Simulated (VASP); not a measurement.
# H in VASP: a series of runs

H is run at these levels: PBE, LDA; tasks: single point.

Program: VASP 6.6.1. These are calculated values, not measurements. Logs are shortened: lines on timing, memory, paths and dates and some standing lists are left out, and cuts for length are marked.

## 1. The cell of the first run

The typed cell holds 4 atoms: a = 3.213 Å, b = 3.156 Å, c = 6.293 Å, α = 89.97°, β = 90.19°, γ = 118.07°.

## 2. Single point, PBE

File INCAR:

```
PREC = Accurate
ENCUT = 520
EDIFF = 1E-6
ISMEAR = 0
SIGMA = 0.02
LREAL = F
LASPH = T
NELM = 100
ALGO = Normal
ISIF = 2
LWAVE = F
LCHARG = T
GGA = PE
LELF = T
LVHAR = T
NBANDS = 10
```

File KPOINTS:

```
Automatic mesh
0
Gamma
  4 4 2
```

File POSCAR:

```
H
1.0
    1.6658090373     -2.7469537335     -0.0052436491
    1.6113438920      2.7140848555      0.0007060932
   -0.0086892704      0.0068758389      6.2934434662
H
4
Direct
    0.5662535610      0.4206466936      0.9977276521
    0.4258355753      0.5462440783      0.0069937013
    0.4030250062      0.5602515494      0.5008543439
    0.5770581392      0.4048615582      0.5055121593
```

Potentials or basis: VASP PAW PBE potentials, release 64 (H).

Run with:

```
$ cat potpaw_PBE.64/H/POTCAR > POTCAR
$ mpirun -np 1 vasp_std > vasp.out
```

OUTCAR:

```text
PREC = Accurate
   ENCUT = 520
   EDIFF = 1E-6
   ISMEAR = 0
   LREAL = F
   LASPH = T
   NELM = 100
   ISIF = 2
   GGA = PE

 ion  position               nearest neighbor table
   1  0.566  0.421  0.998-   2 0.73
   2  0.426  0.546  0.007-   1 0.73
   3  0.403  0.560  0.501-
   4  0.577  0.405  0.506-

  LATTYP: Found a triclinic cell.
 ALAT       =     3.2125849496
 B/A-ratio  =     0.9825023687
 C/A-ratio  =     1.9589997835
 COS(alpha) =     0.0004583037
 COS(beta)  =     0.0032823254
 COS(gamma) =     0.4705349376

  Lattice vectors:

 A1 = (   1.6658090373,  -2.7469537335,  -0.0052436491)
 A2 = (  -1.6113438920,  -2.7140848555,  -0.0007060932)
 A3 = (   0.0086892704,  -0.0068758389,  -6.2934434662)

Analysis of symmetry for initial positions (statically):
=====================================================================
 Subroutine PRICEL returns:
 Original cell was already a primitive cell.

 Routine SETGRP: Setting up the symmetry group for a
 triclinic supercell.

 Subroutine GETGRP returns: Found  1 space group operations
 (whereof  1 operations were pure point group operations)
 out of a pool of  2 trial point group operations.

The static configuration has the point symmetry C_1 .

Analysis of symmetry for dynamics (positions and initial velocities):
=====================================================================
 Subroutine PRICEL returns:
 Original cell was already a primitive cell.

 Routine SETGRP: Setting up the symmetry group for a
 triclinic supercell.

 Subroutine GETGRP returns: Found  1 space group operations
 (whereof  1 operations were pure point group operations)
 out of a pool of  2 trial point group operations.

The dynamic configuration has the point symmetry C_1 .

 Subroutine INISYM returns: Found  1 space group operations
 (whereof  1 operations are pure point group operations),
 and found     1 'primitive' translations

----------------------------------------------------------------------------------------

                                     Primitive cell

  volume of cell :      56.3100

  direct lattice vectors                    reciprocal lattice vectors
     1.665809037 -2.746953733 -0.005243649     0.303337511 -0.180090714  0.000615570
     1.611343892  2.714084855  0.000706093     0.307010522  0.186177051  0.000220479
    -0.008689270  0.006875839  6.293443466     0.000218293 -0.000170938  0.158896013

  length of vectors
     3.212584950  3.156372323  6.293453221     0.352770024  0.359050698  0.158896254

  position of ions in fractional coordinates (direct lattice)
     0.566253561  0.420646694  0.997727652
     0.425835575  0.546244078  0.006993701
     0.403025006  0.560251549  0.500854344
     0.577058139  0.404861558  0.505512159

  ion indices of the primitive-cell ions
   primitive index   ion index
                 1           1
                 2           2
                 3           3
                 4           4

----------------------------------------------------------------------------------------

 KPOINTS: Automatic mesh

Automatic generation of k-mesh.
 Grid dimensions read from file:
 generate k-points for:    4    4    2

 Generating k-lattice:

  Cartesian coordinates                     Fractional coordinates (reciprocal lattice)
     0.075834378 -0.045022679  0.000153893     0.250000000  0.000000000  0.000000000
     0.076752630  0.046544263  0.000055120    -0.000000000  0.250000000  0.000000000
     0.000109147 -0.000085469  0.079448006    -0.000000000 -0.000000000  0.500000000

  Length of vectors
     0.088192506  0.089762674  0.079448127

  Shift w.r.t. Gamma in fractional coordinates (k-lattice)
     0.000000000  0.000000000  0.000000000

 Subroutine IBZKPT returns following result:
 ===========================================

 Found     20 irreducible k-points:

 Following reciprocal coordinates:
            Coordinates               Weight
  0.000000  0.000000  0.000000      1.000000
  0.250000  0.000000  0.000000      2.000000
  0.500000  0.000000  0.000000      1.000000
  0.000000  0.250000 -0.000000      2.000000
  0.250000  0.250000  0.000000      2.000000
  0.500000  0.250000  0.000000      2.000000
[... 12 lines left out ...]
  0.250000  0.500000  0.500000      2.000000
  0.500000  0.500000  0.500000      1.000000
   k-points           NKPTS =     20   k-points in BZ     NKDIM =     20   number of bands    NBANDS=     10
   number of dos      NEDOS =    301   number of ions     NIONS =      4
   total plane-waves  NPLWV =  27648
   dimension x,y,z NGX =    24 NGY =   24 NGZ =   48
   dimension x,y,z NGXF=    48 NGYF=   48 NGZF=   96
   ions per type =               4
   NGX,Y,Z   is equivalent  to a cutoff of  12.42, 12.64, 12.68 a.u.
   NGXF,Y,Z  is equivalent  to a cutoff of  24.84, 25.28, 25.36 a.u.
 SYSTEM =  unknown system
   PREC   = accura    normal or accurate (medium, high low for compatibility)
   ISTART =      0    job   : 0-new  1-cont  2-samecut
[... 74 lines left out ...]

 k-point     2 :       0.2500    0.0000    0.0000
  band No.  band energies     occupation
      1      -9.7779      2.00000
      2      -8.8988      2.00000
      3       1.8304      0.00000
      4       2.2288      0.00000
      5       4.3890      0.00000
      6       7.0139      0.00000
      7       9.1979      0.00000
      8       9.7533      0.00000
      9      11.0856      0.00000
     10      11.3034      0.00000

 k-point     3 :       0.5000    0.0000    0.0000
  band No.  band energies     occupation
      1      -9.1628      2.00000
      2      -8.2537      2.00000
      3       0.2044      0.00000
      4       2.4563      0.00000
      5       4.5162      0.00000
      6       6.3349      0.00000
      7       7.1161      0.00000
      8       7.6803      0.00000
      9       9.1124      0.00000
     10      11.3665      0.00000

 k-point     4 :       0.0000    0.2500   -0.0000
  band No.  band energies     occupation
      1      -9.7541      2.00000
      2      -8.8765      2.00000
      3       1.8777      0.00000
      4       2.4512      0.00000
      5       4.6141      0.00000
      6       6.7366      0.00000
      7       8.8325      0.00000
      8       9.5096      0.00000
      9      11.1206      0.00000
     10      11.6584      0.00000

 k-point     5 :       0.2500    0.2500    0.0000
  band No.  band energies     occupation
      1      -9.1546      2.00000
      2      -8.2493      2.00000
      3       1.9938      0.00000
      4       2.3826      0.00000
      5       3.9898      0.00000
      6       4.2118      0.00000
      7       5.0680      0.00000
      8       9.1184      0.00000
      9       9.8492      0.00000
     10      10.9163      0.00000

 k-point     6 :       0.5000    0.2500    0.0000
  band No.  band energies     occupation
      1      -9.0326      2.00000
      2      -8.0757      2.00000
      3       0.1248      0.00000
      4       2.2438      0.00000
      5       4.2029      0.00000
      6       4.5600      0.00000
      7       7.1200      0.00000
      8       8.6021      0.00000
      9      10.2291      0.00000
     10      10.2834      0.00000
[... 131 lines left out ...]
 k-point    17 :      -0.2500    0.2500    0.5000
  band No.  band energies     occupation
      1      -9.5320      2.00000
      2      -8.9197      2.00000
      3       1.6040      0.00000
      4       2.0373      0.00000
      5       4.6186      0.00000
      6       5.1614      0.00000
      7      10.6711      0.00000
      8      10.8203      0.00000
      9      10.8429      0.00000
     10      11.0624      0.00000

 k-point    18 :      -0.0000    0.5000    0.5000
  band No.  band energies     occupation
      1      -9.0370      2.00000
      2      -8.3000      2.00000
      3       0.9265      0.00000
      4       1.7183      0.00000
      5       6.0619      0.00000
      6       6.3305      0.00000
      7       6.5436      0.00000
      8       7.7121      0.00000
      9      10.1530      0.00000
     10      10.2177      0.00000

 k-point    19 :       0.2500    0.5000    0.5000
  band No.  band energies     occupation
      1      -8.9366      2.00000
      2      -8.1363      2.00000
      3       0.4897      0.00000
      4       1.5648      0.00000
      5       5.0451      0.00000
      6       5.4464      0.00000
      7       6.7018      0.00000
      8       6.7871      0.00000
      9      11.0926      0.00000
     10      11.1392      0.00000

 k-point    20 :       0.5000    0.5000    0.5000
  band No.  band energies     occupation
      1      -8.8109      2.00000
      2      -7.9187      2.00000
      3      -0.6499      0.00000
      4       0.5953      0.00000
      5       6.3382      0.00000
      6       6.4019      0.00000
      7       9.1193      0.00000
      8       9.1798      0.00000
      9       9.5584      0.00000
     10       9.8368      0.00000

------------------------ aborting loop because EDIFF is reached ----------------------------------------

  FORCE on cell =-STRESS in cart. coord.  units (eV):
  Direction    XX          YY          ZZ          XY          YZ          ZX
  --------------------------------------------------------------------------------------
  -------------------------------------------------------------------------------------
  Total        0.0652051     -2.4293479      0.0625643      0.1131021      0.1366935     -0.0062362
  in kB        1.8552680    -69.1217597      1.7801303      3.2180709      3.8893145     -0.1774370
  external PRESSURE =     -21.8287871 kB  Pullay stress =       0.0000000 kB

 VOLUME and BASIS-vectors are now :
 -----------------------------------------------------------------------------
  energy-cutoff  :      520.00
  volume of cell :       56.31
      direct lattice vectors                 reciprocal lattice vectors
     1.665809037 -2.746953733 -0.005243649     0.303337511 -0.180090714  0.000615570
     1.611343892  2.714084855  0.000706093     0.307010522  0.186177051  0.000220479
    -0.008689270  0.006875839  6.293443466     0.000218293 -0.000170938  0.158896013

 POSITION                                       TOTAL-FORCE (eV/Angst)
 -----------------------------------------------------------------------------------
      1.61241     -0.40694      6.27647         0.031555     -0.718085     -0.061502
      1.58949      0.31285      0.04217        -0.031395      0.717849      0.062298
      1.56977      0.41692      3.15038         0.145584     -3.308732      0.102905
      1.60925     -0.48285      3.17867        -0.145745      3.308968     -0.103702
 -----------------------------------------------------------------------------------
    total drift:                                0.000113      0.000086     -0.000011

  FREE ENERGIE OF THE ION-ELECTRON SYSTEM (eV)
  ---------------------------------------------------
  free  energy   TOTEN  =       -13.2614934436 eV

  energy  without entropy=      -13.2614934436  energy(sigma->0) =      -13.26149344
```

It took 6.6 s on 1 thread of Intel Xeon 6975P-C (Granite Rapids), shared host; peak memory 0.15 GiB.

Results:

```
Free energy            : -13.2615 eV
Pressure               : -2.2 GPa
Largest force          : 3.314 eV/Å
Band gap on the k mesh : 6.91 eV
```

Forces in eV/Å, atoms in the order of the input:
```
H    0.032 -0.718 -0.062
H   -0.031  0.718  0.062
H    0.146 -3.309  0.103
H   -0.146  3.309 -0.104
```

Levels at points of the mesh, in eV from the valence-band top:
```csv
k point,band 1,band 2,band 3,band 4,band 5,band 6
"(0.00, 0.00, 0.00)",-2.45,-1.57,8.55,12.01,14.49,16.70
"(0.50, 0.00, 0.00)",-1.32,-0.41,8.04,10.30,12.36,14.18
"(0.00, 0.50, 0.00)",-1.27,-0.36,8.31,10.55,12.50,14.35
"(0.50, 0.50, 0.00)",-1.03,0.00,6.91,9.09,12.97,14.17
"(0.00, 0.00, 0.50)",-2.27,-1.81,10.00,10.35,14.53,16.31
"(0.50, 0.00, 0.50)",-1.25,-0.51,8.49,9.33,13.81,14.06
"(0.00, 0.50, 0.50)",-1.20,-0.46,8.77,9.56,13.90,14.17
"(0.50, 0.50, 0.50)",-0.97,-0.08,7.19,8.44,14.18,14.24
```

Caveat: the k points lie up to 0.56 Å⁻¹ apart; forces of over 1 eV/Å act on the atoms, so gaps and moduli don't describe the material at rest. A k mesh can miss the band edges.

## 3. Single point, LDA

This run uses another cell than the first one, of 14.22 Å³/atom, 1.010 times its volume.

File INCAR:

```
  PREC = Accurate
  ENCUT = 520
  EDIFF = 1E-6
  ISMEAR = 0
  SIGMA = 0.02
  LREAL = False
  LASPH = True
  NELM = 60
  ALGO = Normal
  ISIF = 2
  LWAVE = False
  LCHARG = False
  NBANDS = 10
```

File KPOINTS:

```
Automatic mesh
0
Gamma
  8 8 4
```

File POSCAR:

```
H
1.0
    1.6485318600     -2.7316882300      0.0000000000
    1.6485318600      2.7316882300      0.0000000000
    0.0000000000      0.0000000000      6.3137686200
H
4
Direct
    0.5678085000      0.4321915000      0.9995149500
    0.4321915000      0.5678085000      0.0004850500
    0.4321915000      0.5678085000      0.4995149500
    0.5678085000      0.4321915000      0.5004850500
```

Potentials or basis: VASP PAW LDA potentials, release 64 (H).

Run with:

```
$ cat potpaw_LDA.64/H/POTCAR > POTCAR
$ mpirun -np 1 vasp_std > vasp.out
```

Wall time 12 s (1 thread of Intel Xeon 6975P-C (Granite Rapids), shared host); peak memory 0.14 GiB.

The run converged. Its results:

- Free energy: -13.4893 eV
- Pressure: 0.7 GPa
- Largest force: 0.980 eV/Å
- Band gap on the k mesh: 7.80 eV

Forces in eV/Å, atoms in the order of the input:
```
H    0.000 -0.980 -0.008
H    0.000  0.980  0.008
H    0.000  0.980 -0.008
H    0.000 -0.980  0.008
```

Stress tensor (GPa, compression positive):
```
-0.59  0.00  0.00
 0.00  3.27  0.00
 0.00  0.00 -0.43
```

Levels at points of the mesh, in eV from the valence-band top:
```tsv
k point	band 1	band 2	band 3	band 4	band 5
(0.00, 0.00, 0.00)	-2.04	-1.28	8.69	11.88	16.45
(0.50, 0.00, 0.00)	-0.80	-0.28	8.66	10.97	12.59
(0.50, 0.50, 0.00)	-0.50	-0.01	7.80	9.74	13.11
(0.00, 0.00, 0.50)	-1.68	-1.68	10.23	10.23	16.45
(0.50, 0.00, 0.50)	-0.55	-0.55	9.48	9.48	14.07
(0.50, 0.50, 0.50)	-0.27	-0.27	8.54	8.54	14.30
```

A k mesh can miss the band edges. Expect the measured gap to be larger: semilocal functionals such as LDA lack the derivative discontinuity.

## 4. Single point, PBE

File INCAR:

```
ALGO     = Normal         # electronic algorithm
EDIFF    = 1E-7           # SCF threshold, eV
ENCUT    = 520            # plane-wave cutoff, eV
GGA      = PE             # functional
ISIF     = 2              # what is computed and relaxed
ISMEAR   = 0              # smearing method
LASPH    = T              # aspherical terms in the spheres
LCHARG   = F              # write CHGCAR
LREAL    = F              # projectors in reciprocal space
LWAVE    = F              # write WAVECAR
NBANDS   = 10             # bands
NELM     = 80             # most SCF steps
PREC     = Accurate       # precision mode
SIGMA    = 0.02           # smearing width, eV
```

File KPOINTS:

```
k-points
0
Gamma
  6 6 4
```

File POSCAR:

```
H
1.0
    1.6658090373     -2.7469537335     -0.0052436491
    1.6113438920      2.7140848555      0.0007060932
   -0.0086892704      0.0068758389      6.2934434662
H
4
Direct
    0.5662535610      0.4206466936      0.9977276521
    0.4258355753      0.5462440783      0.0069937013
    0.4030250062      0.5602515494      0.5008543439
    0.5770581392      0.4048615582      0.5055121593
```

Potentials or basis: VASP PAW PBE potentials, release 64 (H).

Run with:

```
$ cat potpaw_PBE.64/H/POTCAR > POTCAR
$ mpirun -np 1 vasp_std > vasp.out
```

Wall time 18 s (1 thread of Intel Xeon 6975P-C (Granite Rapids), shared host); peak memory 0.17 GiB.

It converged, with:

| Quantity | Value |
| --- | --- |
| Free energy | -13.2621 eV |
| Pressure | -2.2 GPa |
| Largest force | 3.310 eV/Å |
| Band gap on the k mesh | 6.91 eV |

Forces on the atoms (eV/Å):
```
H    0.032 -0.721 -0.062
H   -0.031  0.720  0.062
H    0.146 -3.305  0.103
H   -0.146  3.306 -0.104
```

Stress tensor (GPa, compression positive):
```
 0.17  0.32 -0.02
 0.32 -6.92  0.39
-0.02  0.39  0.17
```

Levels at points of the mesh, in eV from the valence-band top:
| k point | band 1 | band 2 | band 3 | band 4 | band 5 | band 6 | band 7 |
| --- | --- | --- | --- | --- | --- | --- | --- |
| (0.00, 0.00, 0.00) | -2.45 | -1.57 | 8.55 | 12.01 | 14.49 | 16.70 | 16.73 |
| (0.50, 0.00, 0.00) | -1.32 | -0.41 | 8.05 | 10.30 | 12.36 | 14.18 | 14.96 |
| (0.00, 0.50, 0.00) | -1.27 | -0.36 | 8.31 | 10.55 | 12.51 | 14.35 | 14.38 |
| (0.50, 0.50, 0.00) | -1.02 | 0.00 | 6.91 | 9.09 | 12.97 | 14.17 | 14.92 |
| (0.00, 0.00, 0.50) | -2.27 | -1.81 | 10.00 | 10.35 | 14.53 | 16.31 | 16.58 |
| (0.50, 0.00, 0.50) | -1.24 | -0.51 | 8.49 | 9.33 | 13.81 | 14.06 | 14.88 |
| (0.00, 0.50, 0.50) | -1.19 | -0.46 | 8.77 | 9.56 | 13.90 | 14.17 | 14.38 |
| (0.50, 0.50, 0.50) | -0.97 | -0.08 | 7.19 | 8.44 | 14.18 | 14.24 | 16.96 |

Caveat: forces of over 1 eV/Å act on the atoms, so gaps and moduli don't describe the material at rest. A k mesh can miss the band edges.

## 5. Single point, PBE (atoms moved at random and the cell strained at random)

File INCAR:

```
SYSTEM = H
PREC     = Accurate       ! precision mode
ENCUT    = 520            ! plane-wave cutoff, eV
EDIFF    = 1E-7           ! SCF threshold, eV
ISMEAR   = 0              ! smearing method
SIGMA    = 0.02           ! smearing width, eV
LREAL    = .False.        ! projectors in reciprocal space
LASPH    = .True.         ! aspherical terms in the spheres
NELM     = 80             ! most SCF steps
ALGO     = Normal         ! electronic algorithm
ISIF     = 2              ! what is computed and relaxed
LWAVE    = .False.        ! write WAVECAR
LCHARG   = .False.        ! write CHGCAR
GGA      = PE             ! functional
NBANDS   = 10             ! bands
```

File KPOINTS:

```
regular mesh
0
Gamma
  8 8 4
  0 0 0
```

POSCAR is that of step 4.

Run with:

```
$ cat potpaw_PBE.64/H/POTCAR > POTCAR
$ mpirun -np 1 vasp_std > vasp.out
```

Wall time 30 s (1 thread of Intel Xeon 6975P-C (Granite Rapids), shared host); peak memory 0.19 GiB.

The run converged. Its results:

```yaml
Free_energy: -13.2621 eV
Pressure: -2.2 GPa
Largest_force: 3.310 eV/Å
Band_gap_on_the_k_mesh: 6.91 eV
```

Forces in eV/Å, atoms in the order of the input:
```
H    0.032 -0.721 -0.062
H   -0.031  0.720  0.062
H    0.146 -3.305  0.103
H   -0.146  3.305 -0.104
```

Stress tensor (GPa, compression positive):
```
 0.17  0.32 -0.02
 0.32 -6.92  0.39
-0.02  0.39  0.16
```

Levels at points of the mesh, in eV from the valence-band top:
```csv
k point,band 1,band 2,band 3,band 4,band 5,band 6
"(0.00, 0.00, 0.00)",-2.45,-1.57,8.55,12.01,14.49,16.70
"(0.50, 0.00, 0.00)",-1.32,-0.41,8.05,10.30,12.36,14.18
"(0.00, 0.50, 0.00)",-1.27,-0.36,8.31,10.55,12.51,14.35
"(0.50, 0.50, 0.00)",-1.02,0.00,6.91,9.09,12.97,14.17
"(0.00, 0.00, 0.50)",-2.27,-1.81,10.00,10.35,14.53,16.31
"(0.50, 0.00, 0.50)",-1.24,-0.51,8.49,9.33,13.81,14.06
"(0.00, 0.50, 0.50)",-1.19,-0.46,8.77,9.56,13.90,14.17
"(0.50, 0.50, 0.50)",-0.97,-0.08,7.19,8.44,14.18,14.24
```

Caveat: the cell differs from its parent crystal (atoms moved at random and the cell strained at random); forces of over 1 eV/Å act on the atoms, so gaps and moduli don't describe the material at rest.

## 6. Overview

```csv
level,potentials or basis,cell,k mesh,gap on the mesh (eV),pressure (GPa),largest force (eV/Å)
PBE,"VASP PAW PBE potentials, release 64 (H)","a = 3.213, b = 3.156, c = 6.293 Å, angles 90.0, 90.2, 118.1°, 4 atoms",4 × 4 × 2,6.91,-2.2,3.31
LDA,"VASP PAW LDA potentials, release 64 (H)","a = 3.191, b = 3.191, c = 6.314 Å, angles 90.0, 90.0, 117.8°, 4 atoms",8 × 8 × 4,7.80,0.7,0.98
PBE,"VASP PAW PBE potentials, release 64 (H)","a = 3.213, b = 3.156, c = 6.293 Å, angles 90.0, 90.2, 118.1°, 4 atoms",6 × 6 × 4,6.91,-2.2,3.31
PBE,"VASP PAW PBE potentials, release 64 (H)","a = 3.213, b = 3.156, c = 6.293 Å, angles 90.0, 90.2, 118.1°, 4 atoms",8 × 8 × 4,6.91,-2.2,3.31
```

Alike in all rows: task single point; no spin polarisation; cutoff (eV) 520; smearing gaussian 0.02 eV.

Caveats: some runs use coarse meshes; forces of over 1 eV/Å act on the atoms, so gaps and moduli don't describe the material at rest (some runs).

Total energies depend on the potentials used, so only differences within one code and one set of settings carry meaning.
